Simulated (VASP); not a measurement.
# PbO2 (R-3m) in VASP: further runs

The runs below take PbO2 through single point, relaxation of cell and atoms, with PBE.

Program: VASP 6.6.1. These are calculated values, not measurements. Logs are shortened: lines on timing, memory, paths and dates and some standing lists are left out, and cuts for length are marked.

## (1) The cell of the first run

It takes space group R-3m (No. 166, trigonal). The conventional cell has a = 3.438 Å, b = 3.438 Å, c = 13.592 Å, α = 90.00°, β = 90.00°, γ = 120.00°. Pb (site symmetry -3m) has 6 O at 2.24 Å within 3.0 Å. O (site symmetry 3m) has 3 Pb at 2.24 Å and 3 O at 2.88 Å within 3.0 Å.

## (2) Single point, PBE

The input, INCAR:

```
SYSTEM = PbO2
ALGO = Normal
EDIFF = 1E-6
ENCUT = 520
GGA = PE
ISIF = 2
ISMEAR = 0
LASPH = .TRUE.
LCHARG = .TRUE.
LELF = .TRUE.
LREAL = .FALSE.
LVHAR = .TRUE.
LWAVE = .FALSE.
NBANDS = 20
NELM = 60
PREC = Accurate
SIGMA = 0.1
```

The input, KPOINTS:

```
k-points
0
G
  6 6 6
  0 0 0
```

The input, POSCAR:

```
PbO2
1.0
    1.7189456660      0.9924337430      4.5306621427
   -1.7189456660      0.9924337430      4.5306621427
    0.0000000000     -1.9848674860      4.5306621427
Pb O
1 2
Direct
    0.0000000000      0.0000000000      0.0000000000
    0.2565400605      0.2565400605      0.2565400605
    0.7434599395      0.7434599395      0.7434599395
```

Potentials or basis: VASP PAW PBE potentials, release 64 (Pb_d, O).

Launch:

```bash
cat potpaw_PBE.64/Pb_d/POTCAR potpaw_PBE.64/O/POTCAR > POTCAR
mpirun -np 1 vasp_std > vasp.out
```

OUTCAR:

```text
SYSTEM = PbO2
   EDIFF = 1E-6
   ENCUT = 520
   GGA = PE
   ISIF = 2
   ISMEAR = 0
   LASPH = .TRUE.
   LREAL = .FALSE.
   NELM = 60
   PREC = Accurate

 ion  position               nearest neighbor table
   1  0.000  0.000  0.000-   3 2.24   3 2.24   2 2.24   2 2.24   3 2.24   2 2.24
   2  0.257  0.257  0.257-   1 2.24   1 2.24   1 2.24
   3  0.743  0.743  0.743-   1 2.24   1 2.24   1 2.24

  LATTYP: Found a trigonal (rhomboedric) cell.
 ALAT       =     4.9463722452
 COS(alpha) =     0.7584646500

  Lattice vectors:

 A1 = (   1.7189456660,   0.9924337430,   4.5306621427)
 A2 = (  -1.7189456660,   0.9924337430,   4.5306621427)
 A3 = (   0.0000000000,  -1.9848674860,   4.5306621427)

Analysis of symmetry for initial positions (statically):
=====================================================================
 Subroutine PRICEL returns:
 Original cell was already a primitive cell.

 Routine SETGRP: Setting up the symmetry group for a
 trigonal (rhombohedral) supercell.

 Subroutine GETGRP returns: Found 12 space group operations
 (whereof 12 operations were pure point group operations)
 out of a pool of 12 trial point group operations.

The static configuration has the point symmetry D_3d.

Analysis of symmetry for dynamics (positions and initial velocities):
=====================================================================
 Subroutine PRICEL returns:
 Original cell was already a primitive cell.

 Routine SETGRP: Setting up the symmetry group for a
 trigonal (rhombohedral) supercell.

 Subroutine GETGRP returns: Found 12 space group operations
 (whereof 12 operations were pure point group operations)
 out of a pool of 12 trial point group operations.

The dynamic configuration has the point symmetry D_3d.

 Subroutine INISYM returns: Found 12 space group operations
 (whereof 12 operations are pure point group operations),
 and found     1 'primitive' translations

----------------------------------------------------------------------------------------

                                     Primitive cell

  volume of cell :      46.3742

  direct lattice vectors                    reciprocal lattice vectors
     1.718945666  0.992433743  4.530662143     0.290875977  0.167937324  0.073572763
    -1.718945666  0.992433743  4.530662143    -0.290875977  0.167937324  0.073572763
     0.000000000 -1.984867486  4.530662143     0.000000000 -0.335874647  0.073572763

  length of vectors
     4.946372245  4.946372245  4.946372245     0.343838233  0.343838233  0.343838233

  position of ions in fractional coordinates (direct lattice)
     0.000000000  0.000000000  0.000000000
     0.256540061  0.256540061  0.256540061
     0.743459939  0.743459939  0.743459939

  ion indices of the primitive-cell ions
   primitive index   ion index
                 1           1
                 2           2
                 3           3

----------------------------------------------------------------------------------------

 KPOINTS: k-points

Automatic generation of k-mesh.
 Grid dimensions read from file:
 generate k-points for:    6    6    6

 Generating k-lattice:

  Cartesian coordinates                     Fractional coordinates (reciprocal lattice)
     0.048479329  0.027989554  0.012262127     0.166666667  0.000000000  0.000000000
    -0.048479329  0.027989554  0.012262127     0.000000000  0.166666667  0.000000000
     0.000000000 -0.055979108  0.012262127     0.000000000  0.000000000  0.166666667

  Length of vectors
     0.057306372  0.057306372  0.057306372

  Shift w.r.t. Gamma in fractional coordinates (k-lattice)
     0.000000000  0.000000000  0.000000000

 Subroutine IBZKPT returns following result:
 ===========================================

 Found     32 irreducible k-points:

 Following reciprocal coordinates:
            Coordinates               Weight
  0.000000  0.000000  0.000000      1.000000
  0.166667 -0.000000  0.000000      6.000000
  0.333333 -0.000000  0.000000      6.000000
  0.500000 -0.000000  0.000000      3.000000
  0.166667  0.166667  0.000000      6.000000
  0.333333  0.166667  0.000000     12.000000
[... 16 lines left out ...]
  0.500000  0.500000  0.166667      6.000000
 -0.333333  0.500000  0.166667     12.000000
 [... further k-points ...]
   k-points           NKPTS =     32   k-points in BZ     NKDIM =     32   number of bands    NBANDS=     20
   number of dos      NEDOS =    301   number of ions     NIONS =      3
   total plane-waves  NPLWV =  64000
   dimension x,y,z NGX =    40 NGY =   40 NGZ =   40
   dimension x,y,z NGXF=    80 NGYF=   80 NGZF=   80
   ions per type =               1   2
   NGX,Y,Z   is equivalent  to a cutoff of  13.44, 13.44, 13.44 a.u.
   NGXF,Y,Z  is equivalent  to a cutoff of  26.89, 26.89, 26.89 a.u.
 SYSTEM =  PbO2
   PREC   = accura    normal or accurate (medium, high low for compatibility)
   ISTART =      0    job   : 0-new  1-cont  2-samecut
   ICHARG =      2    charge: 1-file 2-atom 10-const
   ISPIN  =      1    spin polarized calculation?
   LNONCOLLINEAR =      F non collinear calculations
   LSORBIT =      F    spin-orbit coupling
   LASPH  =      T    aspherical Exc in radial PAW
   ENCUT  =  520.0 eV  38.22 Ry    6.18 a.u.   9.20  9.20  9.20*2*pi/ulx,y,z
   NELM   =     60;   NELMIN=  2; NELMDL= -5     # of ELM steps
   EDIFF  = 0.1E-05   stopping-criterion for ELM
   LREAL  =      F    real-space projection
   EDIFFG = 0.1E-04   stopping-criterion for IOM
   NSW    =      0    number of steps for IOM
   IBRION =     -1    ionic relax: 0-MD 1-quasi-New 2-CG
   NFREE  =      0    steps in history (QN), initial steepest desc. (CG)
   ISIF   =      2    stress and relaxation
   ISYM   =      2    0-nonsym 1-usesym 2-fastsym
   POTIM  = 0.5000    time-step for ionic-motion
   TEBEG  =    0.0;   TEEND  =   0.0 temperature during run
   PSTRESS=    0.0 pullay stress
   NELECT =      26.0000    total number of electrons
   NUPDOWN=      -1.0000    fix difference up-down
   EMIN   =  10.00;   EMAX   =-10.00  energy-range for DOS
   EFERMI =   0.00;   METHOD = LEGACY
   ISMEAR =     0;   SIGMA  =   0.10  broadening in eV -4-tet -1-fermi 0-gaus
   EFERMI_NEDOS =   21; number of points for ismear=-14 and -15
   IALGO  =     38    algorithm
   IMIX   =      4    mixing-type and parameters
     AMIX     =   0.40;   BMIX     =  1.00
     AMIX_MAG =   1.60;   BMIX_MAG =  1.00
  volume/ion in A,a.u.               =      15.46       104.32
  Fermi-wavevector in a.u.,A,eV,Ry     =   1.349917  2.550973 24.793571  1.822276
  Thomas-Fermi vector in A             =   2.477464
   LORBIT       =      0    0 simple, 1 ext, 2 COOP (PROOUT), +10 PAW based schemes
   GGA     = PE    functional components
   LHFCALC =     F    Hartree Fock is set to
   AEXX    =    0.0000 exact exchange contribution
   IVDW    =     0    specifies the selected vdW correction
   LEPSILON=     F    determine dielectric tensor
   LRPA    =     F    only Hartree local field effects (RPA)
 non-spin polarized calculation
 Gauss-broadening in eV      SIGMA  =   0.10
  energy-cutoff  :      520.00
  volume of cell :       46.37
 maximum number of plane-waves:      1270
 NGX is ok and might be reduce to    40

 number of electron      26.0000005 magnetization

 Free energy of the ion-electron system (eV)
  ---------------------------------------------------
  ext. energy  EPLUGINS =         0.00000000
  ---------------------------------------------------
  free energy    TOTEN  =       -15.67956324 eV

  energy without entropy =      -15.67908771  energy(sigma->0) =      -15.67932547

 E-fermi :   3.3520     XC(G=0): -10.0783

 val. band max:        3.2151930417   @ k =   0.5000   0.5000   0.0000
 cond. band min:       3.4176773139   @ k =   0.0000   0.0000   0.0000
 fundamental gap:      0.2024842723
 Fermi energy:         3.3520177917

 k-point     1 :       0.0000    0.0000    0.0000
  band No.  band energies     occupation
      1     -14.7401      2.00000
      2     -12.7664      2.00000
      3     -12.1717      2.00000
      4     -12.1717      2.00000
      5     -11.9133      2.00000
      6     -11.8720      2.00000
[... 12 lines left out ...]
     19      19.4059      0.00000
     20      20.0449      0.00000

 k-point     2 :       0.1667   -0.0000    0.0000
  band No.  band energies     occupation
      1     -14.4999      2.00000
      2     -13.4807      2.00000
      3     -12.0966      2.00000
      4     -11.9652      2.00000
      5     -11.8860      2.00000
      6     -11.8740      2.00000
[... 12 lines left out ...]
     19      17.2846      0.00000
     20      19.9035      0.00000

 k-point     3 :       0.3333   -0.0000    0.0000
  band No.  band energies     occupation
      1     -14.3735      2.00000
      2     -13.6293      2.00000
      3     -12.0423      2.00000
      4     -12.0182      2.00000
      5     -11.8382      2.00000
      6     -11.7978      2.00000
[... 12 lines left out ...]
     19      16.0779      0.00000
     20      18.2073      0.00000

 k-point     4 :       0.5000   -0.0000    0.0000
  band No.  band energies     occupation
      1     -14.5517      2.00000
      2     -13.2846      2.00000
      3     -12.1010      2.00000
      4     -12.0185      2.00000
      5     -11.8236      2.00000
      6     -11.7156      2.00000
[... 12 lines left out ...]
     19      16.0116      0.00000
     20      16.9317      0.00000

 k-point     5 :       0.1667    0.1667    0.0000
  band No.  band energies     occupation
      1     -14.4834      2.00000
      2     -13.5022      2.00000
      3     -12.0961      2.00000
      4     -11.9614      2.00000
      5     -11.8882      2.00000
      6     -11.8732      2.00000
[... 12 lines left out ...]
     19      16.9871      0.00000
     20      20.0072      0.00000
[... 353 lines left out ...]
      6     -11.4567      2.00000
[... 12 lines left out ...]
     19      17.3425      0.00000
     20      18.1813      0.00000

 k-point    22 :      -0.1667    0.3333    0.1667
  band No.  band energies     occupation
      1     -14.3423      2.00000
      2     -13.7548      2.00000
      3     -12.0333      2.00000
      4     -11.9005      2.00000
      5     -11.8160      2.00000
      6     -11.4859      2.00000
[... 12 lines left out ...]
     19      16.8004      0.00000
     20      18.1076      0.00000

 k-point    23 :       0.5000    0.5000    0.1667
  band No.  band energies     occupation
      1     -14.3273      2.00000
      2     -13.6724      2.00000
      3     -12.0367      2.00000
      4     -12.0127      2.00000
      5     -11.8138      2.00000
      6     -11.7979      2.00000
[... 12 lines left out ...]
     19      16.5604      0.00000
     20      20.2654      0.00000

 k-point    24 :      -0.3333    0.5000    0.1667
  band No.  band energies     occupation
      1     -14.3552      2.00000
      2     -13.7296      2.00000
      3     -12.0333      2.00000
      4     -11.9026      2.00000
      5     -11.8015      2.00000
      6     -11.4637      2.00000
[... 12 lines left out ...]
     19      17.2433      0.00000
     20      19.3618      0.00000

 [... further k-points ...]

------------------------ aborting loop because EDIFF is reached ----------------------------------------

  FORCE on cell =-STRESS in cart. coord.  units (eV):
  Direction    XX          YY          ZZ          XY          YZ          ZX
  --------------------------------------------------------------------------------------
  -------------------------------------------------------------------------------------
  Total        0.1540437      0.1540437     -0.0533595      0.0000000      0.0000000      0.0000000
  in kB        5.3220374      5.3220374     -1.8435111      0.0000000      0.0000000      0.0000000
  external PRESSURE =       2.9335212 kB  Pullay stress =       0.0000000 kB

 VOLUME and BASIS-vectors are now :
 -----------------------------------------------------------------------------
  energy-cutoff  :      520.00
  volume of cell :       46.37
      direct lattice vectors                 reciprocal lattice vectors
     1.718945666  0.992433743  4.530662143     0.290875977  0.167937324  0.073572763
    -1.718945666  0.992433743  4.530662143    -0.290875977  0.167937324  0.073572763
     0.000000000 -1.984867486  4.530662143     0.000000000 -0.335874647  0.073572763

 POSITION                                       TOTAL-FORCE (eV/Angst)
 -----------------------------------------------------------------------------------
      0.00000      0.00000      0.00000         0.000000     -0.000000     -0.000000
      0.00000      0.00000      3.48689        -0.000000      0.000000     -0.021885
      0.00000      0.00000     10.10510        -0.000000      0.000000      0.021885
 -----------------------------------------------------------------------------------
    total drift:                                0.000000      0.000000     -0.000000

  FREE ENERGIE OF THE ION-ELECTRON SYSTEM (eV)
  ---------------------------------------------------
  free  energy   TOTEN  =       -15.6795632392 eV

  energy  without entropy=      -15.6790877077  energy(sigma->0) =      -15.67932547
```

Run time: 25 s. Hardware: 1 thread of Intel Xeon 6975P-C (Granite Rapids), shared host; peak memory 0.24 GiB.

What came out:

```
Free energy            : -15.6796 eV
Pressure               : 0.3 GPa
Largest force          : 0.022 eV/Å
Band gap on the k mesh : 0.20 eV, indirect (least direct gap 0.28 eV)
```

Forces on the atoms (eV/Å):
```
Pb   0.000  0.000  0.000
O    0.000  0.000 -0.022
O    0.000  0.000  0.022
```

Stress tensor (GPa, compression positive):
```
 0.53  0.00  0.00
 0.00  0.53  0.00
 0.00  0.00 -0.18
```

Caveat: spin-orbit coupling is left out, which moves the levels of the heavy elements. A k mesh can miss the band edges.

## (3) Single point, PBE

This run uses another cell than the first one, of 20.81 Å³/atom, 1.346 times its volume.

The input, INCAR:

```
SYSTEM = PbO2
  ALGO = Normal
  EDIFF = 1E-6
  ENCUT = 520
  GGA = PE
  ISIF = 2
  ISMEAR = 0
  LASPH = .TRUE.
  LCHARG = .FALSE.
  LREAL = .FALSE.
  LWAVE = .FALSE.
  NBANDS = 20
  NELM = 100
  PREC = Accurate
  SIGMA = 0.1
```

KPOINTS is that of step 2.

The input, POSCAR:

```
PbO2
1.0
    1.7670598500      1.0202124800      5.7711932900
   -1.7670598500      1.0202124800      5.7711932900
    0.0000000000     -2.0404249600      5.7711932900
Pb O
1 2
Direct
    0.0000000000      0.0000000000      0.0000000000
    0.2500000000      0.2500000000      0.2500000000
    0.7500000000      0.7500000000      0.7500000000
```

Potentials or basis: VASP PAW PBE potentials, release 64 (Pb_d, O).

Launch:

```bash
cat potpaw_PBE.64/Pb_d/POTCAR potpaw_PBE.64/O/POTCAR > POTCAR
mpirun -np 1 vasp_std > vasp.out
```

Wall time 45 s (1 thread of Intel Xeon 6975P-C (Granite Rapids), shared host); peak memory 0.32 GiB.

Results (log left out):

- Free energy: -14.2412 eV
- Pressure: -14.4 GPa
- Largest force: 2.780 eV/Å
- Band gap on the k mesh: 0.51 eV, indirect (least direct gap 0.60 eV)

Forces in eV/Å, atoms in the order of the input:
```
Pb   0.000  0.000  0.000
O    0.000  0.000  2.780
O    0.000  0.000 -2.780
```

Stress tensor (GPa, compression positive):
```
-11.07   0.00   0.00
  0.00 -11.07   0.00
  0.00   0.00 -21.08
```

Levels at points of the mesh, in eV from the valence-band top:
```csv
k point,band 11,band 12,band 13,band 14,band 15,band 16
"(0.00, 0.00, 0.00)",-0.20,-0.09,-0.09,0.51,4.82,9.17
"(0.50, 0.00, 0.00)",-1.08,-0.34,-0.18,1.47,4.72,7.84
"(0.50, 0.50, 0.00)",-1.06,-0.08,0.00,1.23,4.37,7.83
"(0.50, 0.50, 0.50)",-0.40,-0.04,-0.04,1.28,4.40,9.21
```

Caveat: spin-orbit coupling is left out, which moves the levels of the heavy elements; forces of over 1 eV/Å act on the atoms, so gaps and moduli don't describe the material at rest.

## (4) Single point, PBE

This run uses another cell than the first one: it holds 6 atoms, not 3.

The input, INCAR:

```
ALGO = Normal
EDIFF = 1E-6
ENCUT = 520
GGA = PE
ISIF = 2
ISMEAR = 0
LASPH = True
LCHARG = False
LREAL = False
LWAVE = False
NBANDS = 35
NELM = 60
PREC = Accurate
SIGMA = 0.2
```

The input, KPOINTS:

```
k-points
0
Gamma
  6 6 4
```

The input, POSCAR:

```
PbO2
1.0
   -1.7229055308      2.9841599161      0.0000000000
    0.0000000000     -1.9894399440      4.4559399160
    5.1687165925      2.9841599161      0.0000000000
Pb O
2 4
Direct
    0.0000000000      0.0000000000      0.0000000000
    0.5000000000      0.0000000000      0.5000000000
    0.3836414900      0.7672829800      0.1278804967
    0.8836414900      0.7672829800      0.6278804967
    0.1163585100      0.2327170200      0.3721195033
    0.6163585100      0.2327170200      0.8721195033
```

Launch:

```bash
cat potpaw_PBE.64/Pb_d/POTCAR potpaw_PBE.64/O/POTCAR > POTCAR
mpirun -np 1 vasp_std > vasp.out
```

Run time: 62 s. Hardware: 1 thread of Intel Xeon 6975P-C (Granite Rapids), shared host; peak memory 0.28 GiB.

The run converged. Its results:

* Free energy: -31.3637 eV
* Pressure: 0.3 GPa
* Largest force: 0.035 eV/Å

Forces in eV/Å, atoms in the order of the input:
```
Pb   0.000  0.000  0.000
Pb   0.000  0.000  0.000
O    0.000  0.000 -0.035
O    0.000  0.000 -0.035
O    0.000  0.000  0.035
O    0.000  0.000  0.035
```

Stress tensor (GPa, compression positive):
```
 0.48  0.00  0.00
 0.00  0.49  0.00
 0.00  0.00 -0.03
```

Levels at points of the mesh, in eV from the Fermi level:
| k point | band 24 | band 25 | band 26 | band 27 | band 28 | band 29 |
| --- | --- | --- | --- | --- | --- | --- |
| (0.00, 0.00, 0.00) | -0.99 | -0.86 | -0.31 | -0.14 | 2.84 | 4.87 |
| (0.50, 0.00, 0.00) | -0.82 | -0.51 | -0.51 | 2.92 | 2.92 | 7.35 |
| (0.00, 0.50, 0.00) | -0.87 | -0.54 | -0.25 | 1.69 | 2.46 | 4.85 |
| (0.00, 0.00, 0.50) | -0.91 | -0.54 | -0.54 | 1.96 | 1.96 | 6.42 |
| (0.50, 0.00, 0.50) | -0.86 | -0.54 | -0.25 | 2.46 | 2.84 | 5.78 |
| (0.00, 0.50, 0.50) | -0.90 | -0.68 | -0.68 | 2.17 | 2.17 | 5.88 |

Caveat: spin-orbit coupling is left out, which moves the levels of the heavy elements.

(Continued in part 2 of 2.)
